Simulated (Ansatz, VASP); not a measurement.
**Two plane-wave programs on Si2Ge**

```
CELL_PARAMETERS angstrom
4.63306 0.00000 0.00000
-2.31653 4.01235 0.00000
0.00000 0.00000 2.62805
ATOMIC_POSITIONS crystal
Si 0.33333 0.66667 0.50000
Si 0.66667 0.33333 0.50000
Ge 0.00000 0.00000 0.00000
```

Alike in both runs: functional PBE; k mesh 6 × 6 × 6; occupations gaussian, width 0.1 eV; no spin polarisation.

Ansatz relaxed the structure, and its values are those at the end. VASP's run is a single point on that final structure, the one shown.

```csv
,VASP,Ansatz
version,VASP 6.6.1,Ansatz 0.2.0
potentials or method,"VASP PAW PBE potentials, release 64 (Si, Ge_d), cutoff 520 eV","scalar-relativistic, plane waves, PAW"
valence electrons in the cell,22,22
```

```csv
,VASP,Ansatz,Ansatz less VASP
gap on the k mesh at the Fermi level (eV),none,none,-
pressure (GPa),0.0,0.0,+0.03
```

A gap of «none» marks a metal or a gap that the smearing closes.

The k mesh is coarse, so the values compare programs but aren't converged.
